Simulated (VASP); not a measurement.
# ZnCu (Pm-3m) in VASP: further runs

The runs below take ZnCu through single point, with PBE.

Everything below comes from runs of VASP 6.6.1. Logs are shortened: lines on timing, memory, paths and dates and some standing lists are left out, and cuts for length are marked.

## 1. The cell of the first run

It takes space group Pm-3m (No. 221, cubic). Conventional cell: a = 2.933 Å, b = 2.933 Å, c = 2.933 Å, α = 90.00°, β = 90.00°, γ = 90.00°. Zn (site symmetry m-3m) has 8 Cu at 2.54 Å and 6 Zn at 2.93 Å within 3.4 Å. Within 3.4 Å of Cu (site symmetry m-3m) lie 8 Zn at 2.54 Å and 6 Cu at 2.93 Å.

## 2. Single point, PBE (12.62 Å³/atom)

File INCAR:

```
SYSTEM = ZnCu
PREC = Accurate
ENCUT = 520
EDIFF = 1E-7
ISMEAR = 0
SIGMA = 0.1
LREAL = .False.
LASPH = .True.
NELM = 80
ALGO = Normal
ISIF = 2
LWAVE = .False.
LCHARG = .False.
GGA = PE
NBANDS = 18
```

File KPOINTS:

```
regular mesh
0
Gamma
  14 14 14
  0 0 0
```

File POSCAR:

```
ZnCu
1.0
    2.9332494163      0.0000000000      0.0000000000
    0.0000000000      2.9332494163      0.0000000000
    0.0000000000      0.0000000000      2.9332494163
Zn Cu
1 1
Direct
    0.5000000000      0.5000000000      0.5000000000
    0.0000000000      0.0000000000      0.0000000000
```

Potentials or basis: VASP PAW PBE potentials, release 64 (Zn, Cu).

Started as:

```sh
$ cat potpaw_PBE.64/Zn/POTCAR potpaw_PBE.64/Cu/POTCAR > POTCAR
$ mpirun -np 1 vasp_std > vasp.out
```

OUTCAR:

```text
SYSTEM = ZnCu
   PREC = Accurate
   ENCUT = 520
   EDIFF = 1E-7
   ISMEAR = 0
   LREAL = .False.
   LASPH = .True.
   NELM = 80
   ISIF = 2
   GGA = PE

 ion  position               nearest neighbor table
   1  0.500  0.500  0.500-   2 2.54   2 2.54   2 2.54   2 2.54   2 2.54   2 2.54   2 2.54   2 2.54

   2  0.000  0.000  0.000-   1 2.54   1 2.54   1 2.54   1 2.54   1 2.54   1 2.54   1 2.54   1 2.54

  LATTYP: Found a simple cubic cell.
 ALAT       =     2.9332494163

  Lattice vectors:

 A1 = (   2.9332494163,   0.0000000000,   0.0000000000)
 A2 = (   0.0000000000,   2.9332494163,   0.0000000000)
 A3 = (   0.0000000000,   0.0000000000,   2.9332494163)

Analysis of symmetry for initial positions (statically):
=====================================================================
 Subroutine PRICEL returns:
 Original cell was already a primitive cell.

 Routine SETGRP: Setting up the symmetry group for a
 simple cubic supercell.

 Subroutine GETGRP returns: Found 48 space group operations
 (whereof 48 operations were pure point group operations)
 out of a pool of 48 trial point group operations.

The static configuration has the point symmetry O_h .

Analysis of symmetry for dynamics (positions and initial velocities):
=====================================================================
 Subroutine PRICEL returns:
 Original cell was already a primitive cell.

 Routine SETGRP: Setting up the symmetry group for a
 simple cubic supercell.

 Subroutine GETGRP returns: Found 48 space group operations
 (whereof 48 operations were pure point group operations)
 out of a pool of 48 trial point group operations.

The dynamic configuration has the point symmetry O_h .

 Subroutine INISYM returns: Found 48 space group operations
 (whereof 48 operations are pure point group operations),
 and found     1 'primitive' translations

----------------------------------------------------------------------------------------

                                     Primitive cell

  volume of cell :      25.2375

  direct lattice vectors                    reciprocal lattice vectors
     2.933249416  0.000000000  0.000000000     0.340918844  0.000000000  0.000000000
     0.000000000  2.933249416  0.000000000     0.000000000  0.340918844  0.000000000
     0.000000000  0.000000000  2.933249416     0.000000000  0.000000000  0.340918844

  length of vectors
     2.933249416  2.933249416  2.933249416     0.340918844  0.340918844  0.340918844

  position of ions in fractional coordinates (direct lattice)
     0.500000000  0.500000000  0.500000000
     0.000000000  0.000000000  0.000000000

  ion indices of the primitive-cell ions
   primitive index   ion index
                 1           1
                 2           2

----------------------------------------------------------------------------------------

 KPOINTS: regular mesh

Automatic generation of k-mesh.
 Grid dimensions read from file:
 generate k-points for:   14   14   14

 Generating k-lattice:

  Cartesian coordinates                     Fractional coordinates (reciprocal lattice)
     0.024351346  0.000000000  0.000000000     0.071428571  0.000000000  0.000000000
     0.000000000  0.024351346  0.000000000     0.000000000  0.071428571  0.000000000
     0.000000000  0.000000000  0.024351346     0.000000000  0.000000000  0.071428571

  Length of vectors
     0.024351346  0.024351346  0.024351346

  Shift w.r.t. Gamma in fractional coordinates (k-lattice)
     0.000000000  0.000000000  0.000000000

 Subroutine IBZKPT returns following result:
 ===========================================

 Found    120 irreducible k-points:

 Following reciprocal coordinates:
            Coordinates               Weight
  0.000000  0.000000  0.000000      1.000000
  0.071429  0.000000  0.000000      6.000000
  0.142857  0.000000  0.000000      6.000000
  0.214286  0.000000  0.000000      6.000000
  0.285714  0.000000  0.000000      6.000000
  0.357143  0.000000  0.000000      6.000000
[... 16 lines left out ...]
  0.285714  0.214286  0.000000     24.000000
  0.357143  0.214286  0.000000     24.000000
 [... further k-points ...]
   k-points           NKPTS =    120   k-points in BZ     NKDIM =    120   number of bands    NBANDS=     18
   number of dos      NEDOS =    301   number of ions     NIONS =      2
   total plane-waves  NPLWV =  13824
   dimension x,y,z NGX =    24 NGY =   24 NGZ =   24
   dimension x,y,z NGXF=    48 NGYF=   48 NGZF=   48
   ions per type =               1   1
   NGX,Y,Z   is equivalent  to a cutoff of  13.60, 13.60, 13.60 a.u.
   NGXF,Y,Z  is equivalent  to a cutoff of  27.20, 27.20, 27.20 a.u.
 SYSTEM =  ZnCu
   PREC   = accura    normal or accurate (medium, high low for compatibility)
   ISTART =      0    job   : 0-new  1-cont  2-samecut
   ICHARG =      2    charge: 1-file 2-atom 10-const
   ISPIN  =      1    spin polarized calculation?
   LNONCOLLINEAR =      F non collinear calculations
   LSORBIT =      F    spin-orbit coupling
   LASPH  =      T    aspherical Exc in radial PAW
   ENCUT  =  520.0 eV  38.22 Ry    6.18 a.u.   5.45  5.45  5.45*2*pi/ulx,y,z
   NELM   =     80;   NELMIN=  2; NELMDL= -5     # of ELM steps
   EDIFF  = 0.1E-06   stopping-criterion for ELM
   LREAL  =      F    real-space projection
   EDIFFG = 0.1E-05   stopping-criterion for IOM
   NSW    =      0    number of steps for IOM
   IBRION =     -1    ionic relax: 0-MD 1-quasi-New 2-CG
   NFREE  =      0    steps in history (QN), initial steepest desc. (CG)
   ISIF   =      2    stress and relaxation
   ISYM   =      2    0-nonsym 1-usesym 2-fastsym
   POTIM  = 0.5000    time-step for ionic-motion
   TEBEG  =    0.0;   TEEND  =   0.0 temperature during run
   PSTRESS=    0.0 pullay stress
   NELECT =      23.0000    total number of electrons
   NUPDOWN=      -1.0000    fix difference up-down
   EMIN   =  10.00;   EMAX   =-10.00  energy-range for DOS
   EFERMI =   0.00;   METHOD = LEGACY
   ISMEAR =     0;   SIGMA  =   0.10  broadening in eV -4-tet -1-fermi 0-gaus
   EFERMI_NEDOS =   21; number of points for ismear=-14 and -15
   IALGO  =     38    algorithm
   IMIX   =      4    mixing-type and parameters
     AMIX     =   0.40;   BMIX     =  1.00
     AMIX_MAG =   1.60;   BMIX_MAG =  1.00
  volume/ion in A,a.u.               =      12.62        85.16
  Fermi-wavevector in a.u.,A,eV,Ry     =   1.587213  2.999397 34.276396  2.519244
  Thomas-Fermi vector in A             =   2.686405
   LORBIT       =      0    0 simple, 1 ext, 2 COOP (PROOUT), +10 PAW based schemes
   GGA     = PE    functional components
   LHFCALC =     F    Hartree Fock is set to
   AEXX    =    0.0000 exact exchange contribution
   IVDW    =     0    specifies the selected vdW correction
   LEPSILON=     F    determine dielectric tensor
   LRPA    =     F    only Hartree local field effects (RPA)
 non-spin polarized calculation
 Gauss-broadening in eV      SIGMA  =   0.10
  energy-cutoff  :      520.00
  volume of cell :       25.24
 maximum number of plane-waves:       707
 NGX is ok and might be reduce to    24
   NGX = 11   NGY = 11   NGZ = 11

 number of electron      22.9999991 magnetization

 Free energy of the ion-electron system (eV)
  ---------------------------------------------------
  ext. energy  EPLUGINS =         0.00000000
  ---------------------------------------------------
  free energy    TOTEN  =        -5.00534043 eV

  energy without entropy =       -5.00383781  energy(sigma->0) =       -5.00458912

 E-fermi :   5.6749     XC(G=0): -12.4691

 val. band max:        5.5709683535   @ k =   0.5000   0.5000   0.2143
 cond. band min:       5.6888659068   @ k =   0.4286   0.3571   0.2143
 fundamental gap:      0.1178975533
 Fermi energy:         5.6749188804

 k-point     1 :       0.0000    0.0000    0.0000
  band No.  band energies     occupation
      1      -4.7749      2.00000
      2      -2.2341      2.00000
      3      -2.2341      2.00000
      4      -1.5190      2.00000
      5      -1.5190      2.00000
      6      -1.5190      2.00000
[... 10 lines left out ...]
     17      18.1320      0.00000
     18      29.2150      0.00000

 k-point     2 :       0.0714    0.0000    0.0000
  band No.  band energies     occupation
      1      -4.6816      2.00000
      2      -2.2230      2.00000
      3      -2.2137      2.00000
      4      -1.5273      2.00000
      5      -1.5273      2.00000
      6      -1.5148      2.00000
[... 10 lines left out ...]
     17      18.7400      0.00000
     18      28.1440      0.00000

 k-point     3 :       0.1429    0.0000    0.0000
  band No.  band energies     occupation
      1      -4.4050      2.00000
      2      -2.1916      2.00000
      3      -2.1543      2.00000
      4      -1.5506      2.00000
      5      -1.5506      2.00000
      6      -1.5029      2.00000
[... 10 lines left out ...]
     17      20.7846      0.00000
     18      26.4348      0.00000

 k-point     4 :       0.2143    0.0000    0.0000
  band No.  band energies     occupation
      1      -3.9565      2.00000
      2      -2.1455      2.00000
      3      -2.0586      2.00000
      4      -1.5841      2.00000
      5      -1.5841      2.00000
      6      -1.4857      2.00000
[... 375 lines left out ...]
      4      -1.6201      2.00000
      5      -1.6018      2.00000
      6      -1.5418      2.00000
[... 10 lines left out ...]
     17      23.3721      0.00000
     18      24.6176      0.00000

 k-point    23 :       0.2857    0.2143    0.0000
  band No.  band energies     occupation
      1      -2.7590      2.00000
      2      -2.0363      2.00000
      3      -1.8257      2.00000
      4      -1.6542      2.00000
      5      -1.5600      2.00000
      6      -1.4835      2.00000
[... 10 lines left out ...]
     17      23.2432      0.00000
     18      23.6392      0.00000

 k-point    24 :       0.3571    0.2143    0.0000
  band No.  band energies     occupation
      1      -2.3946      2.00000
      2      -2.0342      2.00000
      3      -1.7805      2.00000
      4      -1.6900      2.00000
      5      -1.5712      2.00000
      6      -1.0543      2.00000
[... 10 lines left out ...]
     17      21.6112      0.00000
     18      22.5190      0.00000

 [... further k-points ...]

------------------------ aborting loop because EDIFF is reached ----------------------------------------

  FORCE on cell =-STRESS in cart. coord.  units (eV):
  Direction    XX          YY          ZZ          XY          YZ          ZX
  --------------------------------------------------------------------------------------
  -------------------------------------------------------------------------------------
  Total        0.6885900      0.6885900      0.6885900     -0.0000000     -0.0000000      0.0000000
  in kB       43.7143795     43.7143795     43.7143795     -0.0000000     -0.0000000      0.0000000
  external PRESSURE =      43.7143795 kB  Pullay stress =       0.0000000 kB

 VOLUME and BASIS-vectors are now :
 -----------------------------------------------------------------------------
  energy-cutoff  :      520.00
  volume of cell :       25.24
      direct lattice vectors                 reciprocal lattice vectors
     2.933249416  0.000000000  0.000000000     0.340918844  0.000000000  0.000000000
     0.000000000  2.933249416  0.000000000     0.000000000  0.340918844  0.000000000
     0.000000000  0.000000000  2.933249416     0.000000000  0.000000000  0.340918844

 POSITION                                       TOTAL-FORCE (eV/Angst)
 -----------------------------------------------------------------------------------
      1.46662      1.46662      1.46662         0.000000      0.000000      0.000000
      0.00000      0.00000      0.00000         0.000000      0.000000      0.000000
 -----------------------------------------------------------------------------------
    total drift:                                0.000000      0.000000     -0.000000

  FREE ENERGIE OF THE ION-ELECTRON SYSTEM (eV)
  ---------------------------------------------------
  free  energy   TOTEN  =        -5.0053404336 eV

  energy  without entropy=       -5.0038378131  energy(sigma->0) =       -5.00458912
```

Run time: 38 s. Hardware: 1 thread of AMD EPYC 7R13 (Zen 3), shared host; peak memory 0.15 GiB.

Results:

| Quantity | Value |
| --- | --- |
| Free energy | -5.0053 eV |
| Pressure | 4.4 GPa |
| Band gap on the k mesh | zero (an odd number of electrons rules out a gap without spin polarisation) |

Caveat: the cell stands under pressure.

## 3. Single point, PBE (13.40 Å³/atom)

This run uses another cell than the first one, of 13.40 Å³/atom.

File INCAR:

```
ALGO = Fast
EDIFF = 1E-6
ENCUT = 520
GGA = PE
ISIF = 2
ISMEAR = 0
LASPH = T
LCHARG = F
LREAL = F
LWAVE = F
NBANDS = 18
NELM = 60
PREC = Accurate
SIGMA = 0.1
```

File KPOINTS:

```
k-points
0
Gamma
  14 14 14
```

File POSCAR:

```
ZnCu
1.0
    2.9925229499      0.0000000000      0.0000000000
    0.0000000000      2.9925229499      0.0000000000
    0.0000000000      0.0000000000      2.9925229499
Zn Cu
1 1
Direct
    0.5000000000      0.5000000000      0.5000000000
    0.0000000000      0.0000000000      0.0000000000
```

Potentials or basis: VASP PAW PBE potentials, release 64 (Zn, Cu).

Started as:

```sh
$ cat potpaw_PBE.64/Zn/POTCAR potpaw_PBE.64/Cu/POTCAR > POTCAR
$ mpirun -np 1 vasp_std > vasp.out
```

Wall time 48 s (1 thread of AMD EPYC 7R13 (Zen 3), shared host); peak memory 0.15 GiB.

The run converged. Its results:

```
Free energy            : -5.0122 eV
Pressure               : -2.2 GPa
Band gap on the k mesh : zero (an odd number of electrons rules out a gap without spin polarisation)
```

Levels at points of the mesh, in eV from the Fermi level:
```
           k point  band 9  band 10  band 11  band 12  band 13  band 14  band 15  band 16
(0.00, 0.00, 0.00)   -2.66    -2.66    -2.66     6.05     6.05     6.05    10.95    10.95
(0.50, 0.00, 0.00)   -3.16    -3.16    -2.73    -1.98    11.29    11.29    11.94    11.94
(0.50, 0.50, 0.00)   -2.81    -2.44    -1.75    -1.75     1.54     1.91    13.41    15.12
(0.50, 0.50, 0.50)   -2.42    -2.42     3.51     4.22     4.22     4.22     4.36     4.36
```

## 4. Single point, PBE (13.79 Å³/atom)

This run uses another cell than the first one, of 13.79 Å³/atom.

File INCAR:

```
PREC = Accurate
ENCUT = 520
EDIFF = 1E-7
ISMEAR = 0
SIGMA = 0.1
LREAL = F
LASPH = T
NELM = 60
ALGO = Normal
ISIF = 2
LWAVE = F
LCHARG = F
GGA = PE
NBANDS = 18
```

File KPOINTS:

```
regular mesh
0
Gamma
  14 14 14
```

File POSCAR:

```
ZnCu
1.0
    3.0212989744      0.0000000000      0.0000000000
    0.0000000000      3.0212989744      0.0000000000
    0.0000000000      0.0000000000      3.0212989744
Zn Cu
1 1
Direct
    0.5000000000      0.5000000000      0.5000000000
    0.0000000000      0.0000000000      0.0000000000
```

Started as:

```sh
$ cat potpaw_PBE.64/Zn/POTCAR potpaw_PBE.64/Cu/POTCAR > POTCAR
$ mpirun -np 1 vasp_std > vasp.out
```

It took 39 s on 1 thread of AMD EPYC 7R13 (Zen 3), shared host; peak memory 0.16 GiB.

Results (log left out):

| Item | Value |
| --- | --- |
| Free energy | -4.9927 eV |
| Pressure | -5.3 GPa |
| Band gap on the k mesh | zero (an odd number of electrons rules out a gap without spin polarisation) |

Levels at points of the mesh, in eV from the Fermi level:
```
           k point  band 9  band 10  band 11  band 12  band 13  band 14  band 15  band 16
(0.00, 0.00, 0.00)   -2.61    -2.61    -2.61     5.95     5.95     5.95    10.78    10.78
(0.50, 0.00, 0.00)   -3.08    -3.08    -2.67    -1.95    11.05    11.05    11.71    11.71
(0.50, 0.50, 0.00)   -2.76    -2.39    -1.66    -1.66     1.42     1.81    13.12    14.89
(0.50, 0.50, 0.50)   -2.38    -2.38     3.31     4.16     4.16     4.16     4.27     4.27
```

Caveat: the cell stands under tension.

## 5. Single point, PBE (14.31 Å³/atom)

This run uses another cell than the first one, of 14.31 Å³/atom.

File INCAR:

```
PREC = Accurate ; ENCUT = 520
EDIFF = 1E-7 ; ISMEAR = 0
SIGMA = 0.1 ; LREAL = False
LASPH = True ; NELM = 80
ALGO = Normal ; ISIF = 2
LWAVE = False ; LCHARG = True
GGA = PE ; LELF = True
LVHAR = True ; NBANDS = 18
```

KPOINTS is that of step 4.

File POSCAR:

```
ZnCu
1.0
    3.0588344767      0.0000000000      0.0000000000
    0.0000000000      3.0588344767      0.0000000000
    0.0000000000      0.0000000000      3.0588344767
Zn Cu
1 1
Direct
    0.5000000000      0.5000000000      0.5000000000
    0.0000000000      0.0000000000      0.0000000000
```

Potentials or basis: VASP PAW PBE potentials, release 64 (Zn, Cu).

Started as:

```sh
$ cat potpaw_PBE.64/Zn/POTCAR potpaw_PBE.64/Cu/POTCAR > POTCAR
$ mpirun -np 1 vasp_std > vasp.out
```

OUTCAR:

```text
PREC = Accurate
   ENCUT = 520
   EDIFF = 1E-7
   ISMEAR = 0
   LREAL = False
   LASPH = True
   NELM = 80
   ISIF = 2
   GGA = PE

 ion  position               nearest neighbor table
   1  0.500  0.500  0.500-   2 2.65   2 2.65   2 2.65   2 2.65   2 2.65   2 2.65   2 2.65   2 2.65

   2  0.000  0.000  0.000-   1 2.65   1 2.65   1 2.65   1 2.65   1 2.65   1 2.65   1 2.65   1 2.65

  LATTYP: Found a simple cubic cell.
 ALAT       =     3.0588344767

  Lattice vectors:

[... 692 lines left out ...]
------------------------ aborting loop because EDIFF is reached ----------------------------------------

  FORCE on cell =-STRESS in cart. coord.  units (eV):
  Direction    XX          YY          ZZ          XY          YZ          ZX
  --------------------------------------------------------------------------------------
  -------------------------------------------------------------------------------------
  Total       -1.4671317     -1.4671317     -1.4671317      0.0000000      0.0000000     -0.0000000
  in kB      -82.1318764    -82.1318764    -82.1318764      0.0000000      0.0000000     -0.0000000
  external PRESSURE =     -82.1318764 kB  Pullay stress =       0.0000000 kB

 VOLUME and BASIS-vectors are now :
 -----------------------------------------------------------------------------
  energy-cutoff  :      520.00
  volume of cell :       28.62
      direct lattice vectors                 reciprocal lattice vectors
     3.058834477  0.000000000  0.000000000     0.326921907  0.000000000  0.000000000
     0.000000000  3.058834477  0.000000000     0.000000000  0.326921907  0.000000000
     0.000000000  0.000000000  3.058834477     0.000000000  0.000000000  0.326921907

 POSITION                                       TOTAL-FORCE (eV/Angst)
 -----------------------------------------------------------------------------------
      1.52942      1.52942      1.52942         0.000000      0.000000      0.000000
      0.00000      0.00000      0.00000         0.000000      0.000000      0.000000
 -----------------------------------------------------------------------------------
    total drift:                                0.000000      0.000000     -0.000000

  FREE ENERGIE OF THE ION-ELECTRON SYSTEM (eV)
  ---------------------------------------------------
  free  energy   TOTEN  =        -4.9485174020 eV

  energy  without entropy=       -4.9463083679  energy(sigma->0) =       -4.94741288
```

stdout:

```text
POSCAR found type information on POSCAR ZnCu
 POSCAR found :  2 types and       2 ions
 scaLAPACK will be used
 LDA part: xc-table for (Slater+PW92), standard interpolation
 POSCAR, INCAR and KPOINTS ok, starting setup
 FFT: planning ... GRIDC
 FFT: planning ... GRID_SOFT
 FFT: planning ... GRID
 WAVECAR not read
 entering main loop
```

Wall time 42 s (1 thread of AMD EPYC 7R13 (Zen 3), shared host); peak memory 0.15 GiB.

Results:

* Free energy: -4.9485 eV
* Pressure: -8.2 GPa
* Band gap on the k mesh: zero (an odd number of electrons rules out a gap without spin polarisation)

Caveat: the cell stands under tension.

## 6. Overview

```tsv
cell	gap on the mesh (eV)	pressure (GPa)
a = 2.933 Å, 2 atoms	none	4.4
a = 2.993 Å, 2 atoms	none	-2.2
a = 3.021 Å, 2 atoms	none	-5.3
a = 3.059 Å, 2 atoms	none	-8.2
```

Alike in all rows: task single point; level PBE; potentials or basis VASP PAW PBE potentials, release 64 (Zn, Cu); no spin polarisation; k mesh 14 × 14 × 14; cutoff (eV) 520; smearing gaussian 0.1 eV.

Caveats: the cell stands under tension (at least some runs); the cell stands under pressure (at least some runs).

Total energies depend on the potentials used, so only differences within one code and one set of settings carry meaning.
